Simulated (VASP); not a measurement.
## AlAs4: single point with PBE

The system is AlAs4.

```
Al As
1.0
     7.68513    0.00000    0.00000
     0.00000    7.68513    0.00000
     0.00000    0.00000    2.81475
Al As
1 4
Direct
  0.50000 0.50000 0.50000
  0.85319 0.50000 0.50000
  0.14681 0.50000 0.50000
  0.50000 0.85319 0.50000
  0.50000 0.14681 0.50000
```

```json
{"Program": "VASP 6.6.1", "Task": "single point", "Functional": "PBE", "Potentials or basis": "VASP PAW PBE potentials, release 64 (Al, As)", "Cutoff": "500 eV", "k mesh": "3 × 3 × 4", "Occupations": "gaussian, width 0.2 eV", "Spin": "no spin polarisation"}
```

| Property | Result |
| --- | --- |
| Pressure | -0.1 GPa |
| Largest force | 0.132 eV/Å |

Forces on the atoms (eV/Å):
```
Al   0.000  0.000  0.000
As  -0.132  0.000  0.000
As   0.132  0.000  0.000
As   0.000 -0.132  0.000
As   0.000  0.132  0.000
```

Stress tensor (GPa, compression positive):
```
 0.16  0.00  0.00
 0.00  0.16  0.00
 0.00  0.00 -0.62
```

Levels at points of the mesh, in eV from the Fermi level:
| k point | band 8 | band 9 | band 10 | band 11 | band 12 | band 13 | band 14 | band 15 |
| --- | --- | --- | --- | --- | --- | --- | --- | --- |
| (0.00, 0.00, 0.00) | -2.87 | -1.56 | -0.51 | 0.04 | 0.04 | 1.06 | 3.50 | 4.14 |
| (0.00, 0.00, 0.50) | -2.70 | -2.70 | -1.32 | -0.93 | -0.44 | -0.44 | 1.00 | 2.88 |

It took 67 s on 1 thread of Intel Xeon 8259CL (shared host), peak memory 0.25 GiB.

Caveat: the k points lie up to 0.56 Å⁻¹ apart.
